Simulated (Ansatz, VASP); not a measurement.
**PbS: VASP beside Ansatz**

INCAR

```
ALGO = Normal
EDIFF = 1E-6
ENCUT = 520
GGA = PE
ISIF = 2
ISMEAR = 0
LASPH = T
LCHARG = F
LREAL = F
LWAVE = F
NBANDS = 28
NELM = 100
PREC = Accurate
SIGMA = 0.1
```

Contents of KPOINTS:

```
k-points
0
Gamma
  4 4 4
```

The input POSCAR:

```
PbS
1.0
    4.2573589400      0.0000000000      0.0000000000
   -0.2111915390      4.3313317038      0.0000000000
   -1.6830475324     -0.1722776834      6.2369511864
Pb S
2 2
Direct
    0.8747740309      0.7210841011      0.7369569945
    0.1252259691      0.2789158989      0.2630430055
    0.3217928475      0.2626417924      0.6891610770
    0.6782071525      0.7373582076      0.3108389230
```

Input for Ansatz:

```yaml
crystal:
  lattice:
    - [4.25735894, 0.0, 0.0]
    - [-0.211191539, 4.3313317038, 0.0]
    - [-1.6830475324, -0.1722776834, 6.2369511864]
  atoms:
    - { symbol: Pb, position: [0.8747740309, 0.7210841011, 0.7369569945] }
    - { symbol: Pb, position: [0.1252259691, 0.2789158989, 0.2630430055] }
    - { symbol: S, position: [0.3217928475, 0.2626417924, 0.689161077] }
    - { symbol: S, position: [0.6782071525, 0.7373582076, 0.310838923] }
basis:
  ecutwfc: 420
kpoints:
  mp_grid: { grid: [4, 4, 4] }
hamiltonian:
  xc: pbe
scf:
  occupations: { method: gaussian, width: 0.1 }
  lower_state_search: "off"
output:
  forces: true
  stress: true
  eigenvalues: true
```

Change from the starting cell: the structure that the rattled cell fell into.

Alike in both runs: task single point; functional PBE; k mesh 4 × 4 × 4; occupations gaussian, width 0.1 eV; no spin polarisation.

```csv
,VASP,Ansatz
version,VASP 6.6.1,Ansatz 0.2.0
potentials or method,"VASP PAW PBE potentials, release 64 (Pb_d, S), cutoff 520 eV","scalar-relativistic, plane waves, PAW"
valence electrons in the cell,40,40
```

VASP gave:

| Property | Result |
| --- | --- |
| gap on the k mesh at the Fermi level (eV) | 1.26 |
| least direct gap on the mesh (eV) | 1.26 |
| pressure (GPa) | -0.2 |
| traceless stress, the component that is largest in VASP (GPa) | 1.12 |
| rms of the force components (eV/Å) | 0.108 |

What did Ansatz give for the same quantities?

gap on the k mesh at the Fermi level (eV): 1.26; least direct gap on the mesh (eV): 1.26; pressure (GPa): -0.2; traceless stress, the component that is largest in VASP (GPa): 1.12; rms of the force components (eV/Å): 0.109.

Atom by atom the forces differ by 0.002 eV/Å (rms over components).

Spin-orbit coupling is off throughout.
